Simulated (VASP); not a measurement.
Write the native input for VASP 6.6.1 that does the following.

```yaml
Task: single point
Functional: PBE
Potentials_or_basis: VASP PAW PBE potentials, release 64 (Nb_sv, Si, O)
Cutoff: 520 eV
k_mesh: 6 × 6 × 4
Occupations: gaussian, width 0.1 eV
Spin: collinear spin
Starting_moments: "[0.69, 0.0, 0.02, 0.02, -0.03, -0.03] μB"
Dipole_correction: no
Further_INCAR_settings: ALGO = Normal; EDIFF = 1e-07; NBANDS = 34
```

The structure of NbSiO4 lies in POSCAR:

```
NbSiO4
1.0
    3.1699916710      0.0000000000      0.0000000000
    0.0000000000      3.1699916710      0.0000000000
    0.0000000000      0.0000000000      6.3186455596
Nb Si O
1 1 4
Direct
    0.5000000000      0.5000000000      0.5000000000
    0.0000000000      0.0000000000      0.0000000000
    0.5000000000      0.0000000000      0.0000000000
    0.0000000000      0.5000000000      0.0000000000
    0.0000000000      0.0000000000      0.3213448587
    0.0000000000      0.0000000000      0.6786551413
```

The cell was built from a structure type or drawn by symmetry, and may not be a known phase.

These files were run (other wordings do the same):

INCAR

```
ALGO = Normal
EDIFF = 1E-7
ENCUT = 520
GGA = PE
ISIF = 2
ISMEAR = 0
ISPIN = 2
LASPH = T
LCHARG = T
LELF = T
LMAXMIX = 4
LORBIT = 11
LREAL = F
LVHAR = T
LWAVE = F
MAGMOM = 0.69 0 0.02 0.02 -0.03 -0.03
NBANDS = 34
NELM = 150
PREC = Accurate
SIGMA = 0.1
```

KPOINTS

```
k-points
0
Gamma
  6 6 4
```

Potentials or basis: VASP PAW PBE potentials, release 64 (Nb_sv, Si, O).

The run is started by

```console
$ cat potpaw_PBE.64/Nb_sv/POTCAR potpaw_PBE.64/Si/POTCAR potpaw_PBE.64/O/POTCAR > POTCAR
$ mpirun -np 1 vasp_std > vasp.out
```

It gave:

| Property | Result |
| --- | --- |
| Pressure | 0.1 GPa |
| Largest force | 0.026 eV/Å |
| Net moment | 0.92 μB per cell |
| Site moments | Nb +0.73; Si +0.00; O +0.02, -0.03 (each value once) μB |
| Valence electrons inside the program's atomic spheres | Nb 10.16; Si 1.69; O 5.29, 4.91 (each value once) |

It took 3.6 min on 1 thread of Intel Xeon 8259CL, with other jobs on the host, peak memory 0.25 GiB.
